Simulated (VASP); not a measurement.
# Ag (Fm-3m) in VASP: notebook, part 3 of 3

VASP 6.6.1.

### 4 Single point, PBEsol (volume scaled by 0.55)

File INCAR:

```
ALGO = Normal
EDIFF = 1E-6
ENCUT = 520
GGA = PS
ISIF = 2
ISMEAR = -1
LASPH = T
LCHARG = F
LREAL = F
LWAVE = F
NBANDS = 12
NELM = 80
PREC = Accurate
SIGMA = 0.1
```

File KPOINTS:

```
k-points
0
Gamma
  16 16 16
```

File POSCAR:

```
Ag
1.0
    0.0000000000      1.6608865330      1.6608865330
    1.6608865330      0.0000000000      1.6608865330
    1.6608865330      1.6608865330      0.0000000000
Ag
1
Direct
    0.0000000000      0.0000000000      0.0000000000
```

Run with:

```bash
$ cat potpaw_PBE.64/Ag/POTCAR > POTCAR
$ mpirun -np 1 vasp_std > vasp.out
```

It took 12 s on 1 thread of Intel Xeon Platinum 8375C at 2.90GHz (Ice Lake), shared host; peak memory 0.13 GiB.

It converged, with:

```yaml
Free_energy: 1.2781 eV
Pressure: 367.4 GPa
```

Levels at points of the mesh, in eV from the Fermi level:
```csv
k point,band 3,band 4,band 5,band 6,band 7,band 8,band 9,band 10
"(0.00, 0.00, 0.00)",-9.40,-9.40,-6.37,-6.37,14.34,21.95,21.95,21.95
"(0.50, 0.00, 0.00)",-9.54,-4.07,-4.07,-3.17,8.16,13.83,22.80,22.80
"(0.50, 0.50, 0.00)",-4.12,-3.44,-3.44,0.38,12.79,12.90,12.90,26.24
```

Caveat: the PAW data sets were made with another functional, which shifts forces and pressure a little.

### 5 Single point, PBEsol (volume scaled by 0.55)

File INCAR:

```
SYSTEM = Ag
PREC = Accurate
ENCUT = 520
EDIFF = 1E-6
ISMEAR = -1
SIGMA = 0.1
LREAL = .FALSE.
LASPH = .TRUE.
NELM = 60
ALGO = Normal
ISIF = 2
LWAVE = .FALSE.
LCHARG = .FALSE.
GGA = PS
NBANDS = 12
```

File KPOINTS:

```
regular mesh
0
G
  16 16 16
  0 0 0
```

POSCAR is that of step 4.

Potentials or basis: VASP PAW PBE potentials, release 64 (Ag).

Run with:

```bash
$ cat potpaw_PBE.64/Ag/POTCAR > POTCAR
$ mpirun -np 1 vasp_std > vasp.out
```

OUTCAR:

```text
SYSTEM = Ag
   PREC = Accurate
   ENCUT = 520
   EDIFF = 1E-6
   ISMEAR = -1
   LREAL = .FALSE.
   LASPH = .TRUE.
   NELM = 60
   ISIF = 2
   GGA = PS

 ion  position               nearest neighbor table
   1  0.000  0.000  0.000-

  LATTYP: Found a face centered cubic cell.
 ALAT       =     3.3217730660

  Lattice vectors:

 A1 = (   0.0000000000,   1.6608865330,   1.6608865330)
 A2 = (   1.6608865330,   0.0000000000,   1.6608865330)
 A3 = (   1.6608865330,   1.6608865330,   0.0000000000)

Analysis of symmetry for initial positions (statically):
=====================================================================
 Subroutine PRICEL returns:
 Original cell was already a primitive cell.

 Routine SETGRP: Setting up the symmetry group for a
 face centered cubic supercell.

 Subroutine GETGRP returns: Found 48 space group operations
 (whereof 48 operations were pure point group operations)
 out of a pool of 48 trial point group operations.

The static configuration has the point symmetry O_h .

Analysis of symmetry for dynamics (positions and initial velocities):
=====================================================================
 Subroutine PRICEL returns:
[... 160 lines left out ...]
 Fermi energy:        21.5471194698

 k-point     1 :       0.0000    0.0000    0.0000
  band No.  band energies     occupation
      1       7.0500      2.00000
      2      12.1510      2.00000
      3      12.1510      2.00000
      4      12.1510      2.00000
      5      15.1740      2.00000
      6      15.1740      2.00000
      7      35.8848      0.00000
      8      43.4962      0.00000
      9      43.4962      0.00000
     10      43.4962      0.00000
     11      50.6887      0.00000
     12      54.9516      0.00000
[... 331 lines left out ...]
 k-point    24 :      -0.0625    0.0625    0.0000
  band No.  band energies     occupation
      1       7.6063      2.00000
      2      11.8627      2.00000
      3      12.3584      2.00000
      4      12.4405      2.00000
      5      14.8893      2.00000
      6      15.2071      2.00000
      7      36.7861      0.00000
      8      41.3918      0.00000
      9      43.7741      0.00000
     10      44.6951      0.00000
     11      53.3961      0.00000
     12      54.8358      0.00000

 [... further k-points ...]
[... 5 lines left out ...]
  --------------------------------------------------------------------------------------
  -------------------------------------------------------------------------------------
  Total       21.0139401     21.0139401     21.0139401     -0.0000000      0.0000000      0.0000000
  in kB     3674.2456304   3674.2456304   3674.2456304     -0.0000000      0.0000000      0.0000000
  external PRESSURE =    3674.2456304 kB  Pullay stress =       0.0000000 kB

 VOLUME and BASIS-vectors are now :
 -----------------------------------------------------------------------------
  energy-cutoff  :      520.00
  volume of cell :        9.16
      direct lattice vectors                 reciprocal lattice vectors
     0.000000000  1.660886533  1.660886533    -0.301044045  0.301044045  0.301044045
     1.660886533  0.000000000  1.660886533     0.301044045 -0.301044045  0.301044045
     1.660886533  1.660886533  0.000000000     0.301044045  0.301044045 -0.301044045

 POSITION                                       TOTAL-FORCE (eV/Angst)
 -----------------------------------------------------------------------------------
      0.00000      0.00000      0.00000         0.000000      0.000000      0.000000
 -----------------------------------------------------------------------------------
    total drift:                                0.000000     -0.000000     -0.000000

  FREE ENERGIE OF THE ION-ELECTRON SYSTEM (eV)
  ---------------------------------------------------
  free  energy   TOTEN  =         1.2781325671 eV

  energy  without entropy=        1.2854516052  energy(sigma->0) =        1.28179209
```

stdout:

```text
POSCAR found type information on POSCAR Ag
 POSCAR found :  1 types and       1 ions
 scaLAPACK will be used
 -----------------------------------------------------------------------------
|                                                                             |
|                                                                             |
|     You enforced a specific xc type in the INCAR file but a different       |
|     I HOPE YOU KNOW WHAT YOU ARE DOING!                                     |
|                                                                             |
 -----------------------------------------------------------------------------

 LDA part: xc-table for (Slater+PW92), standard interpolation
 POSCAR, INCAR and KPOINTS ok, starting setup
 FFT: planning ... GRIDC
 FFT: planning ... GRID_SOFT
 FFT: planning ... GRID
 WAVECAR not read
 entering main loop
```

Wall time 12 s (1 thread of Intel Xeon Platinum 8375C at 2.90GHz (Ice Lake), shared host); peak memory 0.13 GiB.

Results:

| Item | Value |
| --- | --- |
| Free energy | 1.2781 eV |
| Pressure | 367.4 GPa |

Caveat: the PAW data sets were made with another functional, which shifts forces and pressure a little.

### 6 Single point, PBEsol (volume scaled by 0.64)

File INCAR:

```
PREC     = Accurate       # precision mode
ENCUT    = 520            # plane-wave cutoff, eV
EDIFF    = 1E-6           # SCF threshold, eV
ISMEAR   = -1             # smearing method
SIGMA    = 0.1            # smearing width, eV
LREAL    = F              # projectors in reciprocal space
LASPH    = T              # aspherical terms in the spheres
NELM     = 60             # most SCF steps
ALGO     = Normal         # electronic algorithm
ISIF     = 2              # what is computed and relaxed
LWAVE    = F              # write WAVECAR
LCHARG   = F              # write CHGCAR
GGA      = PS             # functional
NBANDS   = 12             # bands
```

File KPOINTS:

```
Automatic mesh
0
Gamma
  16 16 16
```

File POSCAR:

```
Ag
1.0
    0.0000000000      1.7469443020      1.7469443020
    1.7469443020      0.0000000000      1.7469443020
    1.7469443020      1.7469443020      0.0000000000
Ag
1
Direct
    0.0000000000      0.0000000000      0.0000000000
```

Potentials or basis: VASP PAW PBE potentials, release 64 (Ag).

Run with:

```bash
$ cat potpaw_PBE.64/Ag/POTCAR > POTCAR
$ mpirun -np 1 vasp_std > vasp.out
```

It took 12 s on 1 thread of Intel Xeon Platinum 8375C at 2.90GHz (Ice Lake), shared host; peak memory 0.13 GiB.

Results (log left out):

* Free energy: -1.1937 eV
* Pressure: 182.4 GPa

Levels at points of the mesh, in eV from the Fermi level:
```
           k point  band 4  band 5  band 6  band 7  band 8  band 9
(0.00, 0.00, 0.00)   -7.70   -5.35   -5.35   15.48   21.99   21.99
(0.50, 0.00, 0.00)   -3.57   -3.57   -2.31    6.81   14.85   22.01
(0.50, 0.50, 0.00)   -3.08   -3.08    0.76   11.08   12.58   12.58
```

Caveat: the PAW data sets were made with another functional, which shifts forces and pressure a little.
